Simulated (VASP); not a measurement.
Set up this calculation in VASP 6.6.1, as the native input.

| Quantity | Value |
| --- | --- |
| Task | single point |
| Functional | PBE |
| Potentials or basis | VASP PAW PBE potentials, release 64 (Ga_d, N) |
| Cutoff | 520 eV |
| k mesh | 9 × 9 × 6 |
| Occupations | gaussian, width 0.02 eV |
| Spin | no spin polarisation |
| Dipole correction | no |
| Further INCAR settings | ALGO = Normal; EDIFF = 1e-07; NBANDS = 26 |

The structure of GaN lies in POSCAR:

```
GaN
1.0
    3.2183571298      0.0000000000      0.0000000000
   -1.6091785649      2.7871790328      0.0000000000
    0.0000000000      0.0000000000      5.2431089265
Ga N
2 2
Direct
    0.6666666667      0.3333333333      0.4991348436
    0.3333333333      0.6666666667      0.9991348436
    0.6666666667      0.3333333333      0.8758651564
    0.3333333333      0.6666666667      0.3758651564
```

The input as run:

INCAR

```
SYSTEM = GaN
PREC = Accurate ; ENCUT = 520
EDIFF = 1E-7 ; ISMEAR = 0
SIGMA = 0.02 ; LREAL = .False.
LASPH = .True. ; NELM = 60
ALGO = Normal ; ISIF = 2
LWAVE = .False. ; LCHARG = .False.
GGA = PE ; NBANDS = 26
```

KPOINTS

```
Automatic mesh
0
Gamma
  9 9 6
  0 0 0
```

Potentials or basis: VASP PAW PBE potentials, release 64 (Ga_d, N).

Run with:

```sh
$ cat potpaw_PBE.64/Ga_d/POTCAR potpaw_PBE.64/N/POTCAR > POTCAR
$ mpirun -np 1 vasp_std > vasp.out
```

It gave:

| Item | Value |
| --- | --- |
| Pressure | 0.1 GPa |
| Band gap on the k mesh | 1.72 eV, direct |

It took 67 s on 1 thread of Intel Xeon 8259CL (shared host), peak memory 0.19 GiB.
